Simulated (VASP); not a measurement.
# Cr (P6_3/mmc) in VASP: single point with revPBE

Aim: the single point of Cr with revPBE.

Program: VASP 6.6.1. These are calculated values, not measurements. Logs are shortened: lines on timing, memory, paths and dates and some standing lists are left out, and cuts for length are marked.

### 1 The cell of the first run

The structure is hexagonal, space group P6_3/mmc (No. 194). Conventional cell: a = 2.510 Å, b = 2.510 Å, c = 8.862 Å, α = 90.00°, β = 90.00°, γ = 120.00°. Cr (site symmetry -3m) has 12 Cr at 2.51 to 2.65 Å within 3.3 Å. Cr (site symmetry -6m2) has 12 Cr at 2.51 to 2.65 Å within 3.3 Å.

### 2 Single point, revPBE, collinear spin, antiferromagnetic start

File INCAR:

```
SYSTEM = Cr
ALGO = Normal
EDIFF = 1E-6
ENCUT = 520
GGA = RE
ISIF = 2
ISMEAR = -1
ISPIN = 2
LASPH = .TRUE.
LCHARG = .TRUE.
LELF = .TRUE.
LMAXMIX = 4
LORBIT = 11
LREAL = .FALSE.
LVHAR = .TRUE.
LWAVE = .FALSE.
MAGMOM = 1.5 1.5 -1.5 -1.5
NBANDS = 36
NELM = 150
PREC = Accurate
SIGMA = 0.05
```

File KPOINTS:

```
k-points
0
G
  16 16 4
  0 0 0
```

File POSCAR:

```
Cr
1.0
    2.5095437463      0.0000000000      0.0000000000
   -1.2547718732      2.1733286362      0.0000000000
    0.0000000000      0.0000000000      8.8618014656
Cr
4
Direct
    1.0000000000      1.0000000000      0.0000000000
    1.0000000000      1.0000000000      0.5000000000
    0.3333333333      0.6666666667      0.2500000000
    0.6666666667      0.3333333333      0.7500000000
```

Potentials or basis: VASP PAW PBE potentials, release 64 (Cr_pv).

The run is started by

```console
> cat potpaw_PBE.64/Cr_pv/POTCAR > POTCAR
> mpirun -np 1 vasp_std > vasp.out
```

OUTCAR:

```text
SYSTEM = Cr
   EDIFF = 1E-6
   ENCUT = 520
   GGA = RE
   ISIF = 2
   ISMEAR = -1
   ISPIN = 2
   LASPH = .TRUE.
   LORBIT = 11
   LREAL = .FALSE.
   NELM = 150
   PREC = Accurate

 ion  position               nearest neighbor table
   1  0.000  0.000  0.000-   3 2.65   4 2.65   4 2.65   3 2.65   4 2.65   3 2.65
   2  0.000  0.000  0.500-   3 2.65   4 2.65   4 2.65   3 2.65   4 2.65   3 2.65
   3  0.333  0.667  0.250-   1 2.65   2 2.65   1 2.65   2 2.65   1 2.65   2 2.65
   4  0.667  0.333  0.750-   1 2.65   2 2.65   1 2.65   2 2.65   1 2.65   2 2.65

  LATTYP: Found a hexagonal cell.
 ALAT       =     2.5095437463
 C/A-ratio  =     3.5312400825

  Lattice vectors:

 A1 = (   2.5095437463,   0.0000000000,   0.0000000000)
 A2 = (  -1.2547718732,   2.1733286362,   0.0000000000)
 A3 = (   0.0000000000,   0.0000000000,   8.8618014656)

Analysis of symmetry for initial positions (statically):
=====================================================================
 Subroutine PRICEL returns:
 Original cell was already a primitive cell.

 Routine SETGRP: Setting up the symmetry group for a
 hexagonal supercell.

 Subroutine GETGRP returns: Found 24 space group operations
 (whereof 12 operations were pure point group operations)
 out of a pool of 24 trial point group operations.

The static configuration has the point symmetry D_3d.
 The point group associated with its full space group is D_6h.

Analysis of symmetry for dynamics (positions and initial velocities):
=====================================================================
 Subroutine PRICEL returns:
 Original cell was already a primitive cell.

 Routine SETGRP: Setting up the symmetry group for a
 hexagonal supercell.

 Subroutine GETGRP returns: Found 24 space group operations
 (whereof 12 operations were pure point group operations)
 out of a pool of 24 trial point group operations.

The dynamic configuration has the point symmetry D_3d.
 The point group associated with its full space group is D_6h.

Analysis of structural, dynamic, and magnetic symmetry:
=====================================================================
 Subroutine PRICEL returns:
 Original cell was already a primitive cell.

 Routine SETGRP: Setting up the symmetry group for a
 hexagonal supercell.

 Subroutine GETGRP returns: Found 24 space group operations
 (whereof 12 operations were pure point group operations)
 out of a pool of 24 trial point group operations.

The overall configuration has the point symmetry D_3d.
 The point group associated with its full space group is D_6h.

 Subroutine INISYM returns: Found 24 space group operations
 (whereof 12 operations are pure point group operations),
 and found     1 'primitive' translations

----------------------------------------------------------------------------------------

                                     Primitive cell

  volume of cell :      48.3328

  direct lattice vectors                    reciprocal lattice vectors
     2.509543746  0.000000000  0.000000000     0.398478808  0.230061847  0.000000000
    -1.254771873  2.173328636  0.000000000     0.000000000  0.460123694  0.000000000
     0.000000000  0.000000000  8.861801466     0.000000000  0.000000000  0.112843873

  length of vectors
     2.509543746  2.509543746  8.861801466     0.460123694  0.460123694  0.112843873

  position of ions in fractional coordinates (direct lattice)
     0.000000000  0.000000000  0.000000000
     0.000000000  0.000000000  0.500000000
     0.333333333  0.666666667  0.250000000
     0.666666667  0.333333333  0.750000000

  ion indices of the primitive-cell ions
   primitive index   ion index
                 1           1
                 2           2
                 3           3
                 4           4

----------------------------------------------------------------------------------------

 KPOINTS: k-points

Automatic generation of k-mesh.
 Grid dimensions read from file:
 generate k-points for:   16   16    4

 Generating k-lattice:

  Cartesian coordinates                     Fractional coordinates (reciprocal lattice)
     0.024904925  0.014378865  0.000000000     0.062500000  0.000000000  0.000000000
     0.000000000  0.028757731  0.000000000     0.000000000  0.062500000  0.000000000
     0.000000000  0.000000000  0.028210968     0.000000000  0.000000000  0.250000000

  Length of vectors
     0.028757731  0.028757731  0.028210968

  Shift w.r.t. Gamma in fractional coordinates (k-lattice)
     0.000000000  0.000000000  0.000000000

 Subroutine IBZKPT returns following result:
 ===========================================

 Found     90 irreducible k-points:

 Following reciprocal coordinates:
            Coordinates               Weight
  0.000000  0.000000  0.000000      1.000000
  0.062500  0.000000  0.000000      6.000000
  0.125000  0.000000  0.000000      6.000000
  0.187500  0.000000  0.000000      6.000000
  0.250000  0.000000  0.000000      6.000000
  0.312500 -0.000000  0.000000      6.000000
[... 16 lines left out ...]
  0.187500  0.187500  0.000000      6.000000
  0.250000  0.187500  0.000000     12.000000
 [... further k-points ...]
   k-points           NKPTS =     90   k-points in BZ     NKDIM =     90   number of bands    NBANDS=     36
   number of dos      NEDOS =    301   number of ions     NIONS =      4
   total plane-waves  NPLWV =  28000
   dimension x,y,z NGX =    20 NGY =   20 NGZ =   70
   dimension x,y,z NGXF=    40 NGYF=   40 NGZF=  140
   ions per type =               4
   NGX,Y,Z   is equivalent  to a cutoff of  13.25, 13.25, 13.13 a.u.
   NGXF,Y,Z  is equivalent  to a cutoff of  26.50, 26.50, 26.26 a.u.
 SYSTEM =  Cr
   PREC   = accura    normal or accurate (medium, high low for compatibility)
   ISTART =      0    job   : 0-new  1-cont  2-samecut
   ICHARG =      2    charge: 1-file 2-atom 10-const
   ISPIN  =      2    spin polarized calculation?
   LNONCOLLINEAR =      F non collinear calculations
   LSORBIT =      F    spin-orbit coupling
   LASPH  =      T    aspherical Exc in radial PAW
   ENCUT  =  520.0 eV  38.22 Ry    6.18 a.u.   4.67  4.67 16.48*2*pi/ulx,y,z
   NELM   =    150;   NELMIN=  2; NELMDL= -5     # of ELM steps
   EDIFF  = 0.1E-05   stopping-criterion for ELM
   LREAL  =      F    real-space projection
   EDIFFG = 0.1E-04   stopping-criterion for IOM
   NSW    =      0    number of steps for IOM
   IBRION =     -1    ionic relax: 0-MD 1-quasi-New 2-CG
   NFREE  =      0    steps in history (QN), initial steepest desc. (CG)
   ISIF   =      2    stress and relaxation
   ISYM   =      2    0-nonsym 1-usesym 2-fastsym
   POTIM  = 0.5000    time-step for ionic-motion
   TEBEG  =    0.0;   TEEND  =   0.0 temperature during run
   PSTRESS=    0.0 pullay stress
   NELECT =      48.0000    total number of electrons
   NUPDOWN=      -1.0000    fix difference up-down
   EMIN   =  10.00;   EMAX   =-10.00  energy-range for DOS
   EFERMI =   0.00;   METHOD = LEGACY
   ISMEAR =    -1;   SIGMA  =   0.05  broadening in eV -4-tet -1-fermi 0-gaus
   EFERMI_NEDOS =   21; number of points for ismear=-14 and -15
   IALGO  =     38    algorithm
   IMIX   =      4    mixing-type and parameters
     AMIX     =   0.40;   BMIX     =  1.00
     AMIX_MAG =   1.60;   BMIX_MAG =  1.00
  volume/ion in A,a.u.               =      12.08        81.54
  Fermi-wavevector in a.u.,A,eV,Ry     =   1.633332  3.086550 36.297268  2.667774
  Thomas-Fermi vector in A             =   2.725155
   LORBIT       =     11    0 simple, 1 ext, 2 COOP (PROOUT), +10 PAW based schemes
   GGA     = RE    functional components
   LHFCALC =     F    Hartree Fock is set to
   AEXX    =    0.0000 exact exchange contribution
   IVDW    =     0    specifies the selected vdW correction
   LEPSILON=     F    determine dielectric tensor
   LRPA    =     F    only Hartree local field effects (RPA)
 spin polarized calculation
  energy-cutoff  :      520.00
  volume of cell :       48.33
 maximum number of plane-waves:      1323
 NGX is ok and might be reduce to    20
   NGX =  9   NGY =  9   NGZ = 33

 number of electron      47.9999986 magnetization      -0.0125403

 number of electron      47.9999984 magnetization       0.0005861

 Free energy of the ion-electron system (eV)
  ---------------------------------------------------
  ext. energy  EPLUGINS =         0.00000000
  ---------------------------------------------------
  free energy    TOTEN  =       -34.88257312 eV

  energy without entropy =      -34.82873397  energy(sigma->0) =      -34.85565355

 E-fermi :  10.2605     XC(G=0): -13.3090

 val. band max:       10.2598911786   @ k =   0.1250   0.0000   0.2500
 cond. band min:      10.2652725996   @ k =   0.1250   0.0000   0.5000
 fundamental gap:      0.0053814211
 Fermi energy:        10.2604869188

 spin component 1

 k-point     1 :       0.0000    0.0000    0.0000
  band No.  band energies     occupation
      1     -33.0375      1.00000
      2     -32.7206      1.00000
      3     -32.7125      1.00000
      4     -32.3850      1.00000
      5     -32.2638      1.00000
      6     -32.2638      1.00000
[... 28 lines left out ...]
     35      12.4868      0.00000
     36      12.4868      0.00000

 k-point     2 :       0.0625    0.0000    0.0000
  band No.  band energies     occupation
      1     -33.0274      1.00000
      2     -32.7185      1.00000
      3     -32.7105      1.00000
      4     -32.3863      1.00000
      5     -32.2933      1.00000
      6     -32.2720      1.00000
[... 28 lines left out ...]
     35      12.4963      0.00000
     36      12.9042      0.00000

 k-point     3 :       0.1250    0.0000    0.0000
  band No.  band energies     occupation
      1     -32.9982      1.00000
      2     -32.7145      1.00000
      3     -32.7073      1.00000
      4     -32.3911      1.00000
      5     -32.3764      1.00000
      6     -32.3433      1.00000
[... 28 lines left out ...]
     35      12.5197      0.00000
     36      13.8193      0.00000
[... 742 lines left out ...]
 k-point    23 :       0.1875    0.1875    0.0000
  band No.  band energies     occupation
      1     -32.8361      1.00000
      2     -32.8235      1.00000
      3     -32.8186      1.00000
      4     -32.7482      1.00000
      5     -32.7349      1.00000
      6     -32.5565      1.00000
[... 28 lines left out ...]
     35      13.3120      0.00000
     36      17.7416      0.00000

 k-point    24 :       0.2500    0.1875    0.0000
  band No.  band energies     occupation
      1     -32.9013      1.00000
      2     -32.8843      1.00000
      3     -32.8325      1.00000
      4     -32.8077      1.00000
      5     -32.7610      1.00000
      6     -32.5799      1.00000
[... 28 lines left out ...]
     35      14.1678      0.00000
     36      17.7327      0.00000

 [... further k-points ...]

 spin component 2

 k-point     1 :       0.0000    0.0000    0.0000
  band No.  band energies     occupation
      1     -33.0374      1.00000
      2     -32.7204      1.00000
      3     -32.7125      1.00000
      4     -32.3849      1.00000
      5     -32.2637      1.00000
      6     -32.2637      1.00000
[... 28 lines left out ...]
     35      12.4870      0.00000
     36      12.4870      0.00000

 k-point     2 :       0.0625    0.0000    0.0000
  band No.  band energies     occupation
      1     -33.0273      1.00000
      2     -32.7183      1.00000
      3     -32.7105      1.00000
      4     -32.3863      1.00000
      5     -32.2932      1.00000
      6     -32.2718      1.00000
[... 28 lines left out ...]
     35      12.4964      0.00000
     36      12.9044      0.00000

 k-point     3 :       0.1250    0.0000    0.0000
  band No.  band energies     occupation
      1     -32.9981      1.00000
      2     -32.7144      1.00000
      3     -32.7073      1.00000
      4     -32.3910      1.00000
      5     -32.3762      1.00000
      6     -32.3431      1.00000
[... 28 lines left out ...]
     35      12.5198      0.00000
     36      13.8194      0.00000
[... 742 lines left out ...]
 k-point    23 :       0.1875    0.1875    0.0000
  band No.  band energies     occupation
      1     -32.8360      1.00000
      2     -32.8235      1.00000
      3     -32.8185      1.00000
      4     -32.7480      1.00000
      5     -32.7349      1.00000
      6     -32.5564      1.00000
[... 28 lines left out ...]
     35      13.3121      0.00000
     36      17.7201      0.00000

 k-point    24 :       0.2500    0.1875    0.0000
  band No.  band energies     occupation
      1     -32.9012      1.00000
      2     -32.8843      1.00000
      3     -32.8324      1.00000
      4     -32.8076      1.00000
      5     -32.7609      1.00000
      6     -32.5798      1.00000
[... 28 lines left out ...]
     35      14.1679      0.00000
     36      17.7233      0.00000

 [... further k-points ...]
[... 5 lines left out ...]
  --------------------------------------------------------------------------------------
  -------------------------------------------------------------------------------------
  Total       -0.0812649     -0.0812649     -0.1739810      0.0000000      0.0000000      0.0000000
  in kB       -2.6938361     -2.6938361     -5.7672687      0.0000000      0.0000000      0.0000000
  external PRESSURE =      -3.7183137 kB  Pullay stress =       0.0000000 kB

 VOLUME and BASIS-vectors are now :
 -----------------------------------------------------------------------------
  energy-cutoff  :      520.00
  volume of cell :       48.33
      direct lattice vectors                 reciprocal lattice vectors
     2.509543746  0.000000000  0.000000000     0.398478808  0.230061847  0.000000000
    -1.254771873  2.173328636  0.000000000     0.000000000  0.460123694  0.000000000
     0.000000000  0.000000000  8.861801466     0.000000000  0.000000000  0.112843873

 POSITION                                       TOTAL-FORCE (eV/Angst)
 -----------------------------------------------------------------------------------
      0.00000      0.00000      0.00000         0.000000      0.000000      0.000000
      0.00000      0.00000      4.43090         0.000000      0.000000      0.000000
     -0.00000      1.44889      2.21545         0.000000     -0.000000     -0.000000
      1.25477      0.72444      6.64635        -0.000000      0.000000      0.000000
 -----------------------------------------------------------------------------------
    total drift:                                0.000000     -0.000000      0.000000

  FREE ENERGIE OF THE ION-ELECTRON SYSTEM (eV)
  ---------------------------------------------------
  free  energy   TOTEN  =       -34.8825731212 eV

  energy  without entropy=      -34.8287339690  energy(sigma->0) =      -34.85565355

 total charge

# of ion       s       p       d       tot
------------------------------------------
    1        0.447   6.363   4.186  10.995
    2        0.447   6.363   4.186  10.995
    3        0.447   6.365   4.179  10.992
    4        0.447   6.365   4.179  10.992
--------------------------------------------------
tot          1.788  25.456  16.730  43.974

 magnetization (x)

# of ion       s       p       d       tot
------------------------------------------
    1       -0.000   0.000   0.000   0.000
    2       -0.000   0.000   0.000   0.000
    3       -0.000   0.000   0.000   0.000
    4       -0.000   0.000   0.000   0.000
--------------------------------------------------
tot         -0.000   0.000   0.000   0.000
```

Wall time 5.6 min (1 thread of Intel Xeon Platinum 8488C (Sapphire Rapids), shared host); peak memory 0.33 GiB.

What came out:

```yaml
Free_energy: -34.8826 eV
Pressure: -0.4 GPa
Band_gap_on_the_k_mesh: zero (filled and empty bands overlap)
Net_moment: 0.00 μB per cell
Valence_electrons_inside_the_program's_atomic_spheres: Cr 10.99
```

Stress tensor (GPa, compression positive):
```
-0.27  0.00  0.00
 0.00 -0.27  0.00
 0.00  0.00 -0.58
```

Levels at points of the mesh, in eV from the Fermi level:
Spin up:
| k point | band 20 | band 21 | band 22 | band 23 | band 24 | band 25 | band 26 | band 27 | band 28 | band 29 |
| --- | --- | --- | --- | --- | --- | --- | --- | --- | --- | --- |
| (0.00, 0.00, 0.00) | -0.42 | -0.42 | -0.34 | -0.34 | -0.18 | -0.18 | -0.14 | -0.08 | -0.08 | 1.13 |
| (0.50, 0.00, 0.00) | -1.43 | -0.73 | -0.30 | -0.19 | 0.90 | 0.91 | 1.70 | 2.24 | 2.27 | 2.51 |
| (0.00, 0.00, 0.50) | -1.02 | -0.35 | -0.35 | -0.35 | -0.35 | -0.17 | -0.17 | -0.17 | -0.17 | 1.30 |
| (0.50, 0.00, 0.50) | -1.54 | 0.10 | 0.10 | 0.11 | 0.11 | 0.62 | 0.62 | 1.83 | 1.83 | 2.72 |
Spin down:
```
           k point  band 20  band 21  band 22  band 23  band 24  band 25  band 26  band 27  band 28  band 29
(0.00, 0.00, 0.00)    -0.42    -0.42    -0.34    -0.34    -0.18    -0.18    -0.14    -0.08    -0.08     1.13
(0.50, 0.00, 0.00)    -1.43    -0.73    -0.30    -0.19     0.90     0.91     1.70     2.24     2.27     2.51
(0.00, 0.00, 0.50)    -1.02    -0.35    -0.35    -0.35    -0.35    -0.17    -0.17    -0.17    -0.17     1.30
(0.50, 0.00, 0.50)    -1.54     0.10     0.10     0.11     0.11     0.62     0.62     1.83     1.83     2.72
```

Caveat: the starting moments collapsed, and a magnetic state may lie lower; the PAW data sets were made with another functional, which shifts forces and pressure a little.
